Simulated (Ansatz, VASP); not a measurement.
**One calculation of Os, two programs**

Contents of INCAR:

```
PREC = Accurate
ENCUT = 520
EDIFF = 1E-6
ISMEAR = -1
SIGMA = 0.05
LREAL = False
LASPH = True
NELM = 100
ALGO = Normal
ISIF = 2
LWAVE = False
LCHARG = False
GGA = PS
NBANDS = 15
```

The input KPOINTS:

```
regular mesh
0
Gamma
  15 15 9
```

File POSCAR:

```
Os
1.0
    2.7157497583      0.0000000000      0.0000000000
   -1.3578748792      2.3519082811      0.0000000000
    0.0000000000      0.0000000000      4.2907078513
Os
2
Direct
    0.3333333333      0.6666666667      0.2500000000
    0.6666666667      0.3333333333      0.7500000000
```

Input for Ansatz:

```yaml
crystal:
  lattice:
    - [2.7157497583, 0.0, 0.0]
    - [-1.3578748792, 2.3519082811, 0.0]
    - [0.0, 0.0, 4.2907078513]
  atoms:
    - { symbol: Os, position: [0.3333333333, 0.6666666667, 0.25] }
    - { symbol: Os, position: [0.6666666667, 0.3333333333, 0.75] }
kpoints:
  mp_grid: { grid: [15, 15, 9] }
  band_path:
    path:
      - [0.0, 0.0, 0.0]
      - [0.5, 0.0, 0.0]
      - [0.3333333333, 0.3333333333, 0.0]
      - [0.0, 0.0, 0.0]
      - [0.0, 0.0, 0.5]
      - [0.5, 0.0, 0.5]
      - [0.3333333333, 0.3333333333, 0.5]
      - [0.0, 0.0, 0.5]
      - [0.5, 0.0, 0.5]
    npoints: 5
scf:
  occupations: { method: fermi_dirac, width: 0.05 }
hamiltonian:
  xc: pbesol
  pseudopotentials: { kind: all_electron, lapw: { basis_error: 0.0005 } }
output:
  forces: true
  stress: true
  eigenvalues: true
```

Change from the starting cell: volume scaled by 0.98.

Alike in both runs: task single point; functional PBEsol; k mesh 15 × 15 × 9; occupations fermi-dirac, width 0.05 eV; no spin polarisation.

|  | VASP | Ansatz |
| --- | --- | --- |
| version | VASP 6.6.1 | Ansatz 0.2.0 |
| potentials or method | VASP PAW PBE potentials, release 64 (Os), cutoff 520 eV | all-electron LAPW, scalar-relativistic |

|  | VASP | Ansatz | Ansatz less VASP |
| --- | --- | --- | --- |
| pressure (GPa) | 6.7 | 6.0 | -0.70 |
| traceless stress, the component that is largest in VASP (GPa) | 0.68 | 0.71 | +0.033 |

VASP's potentials were made for PBE, not for PBEsol. Ansatz ran all-electron here, and VASP with PAW potentials.

Spin-orbit coupling is off throughout.
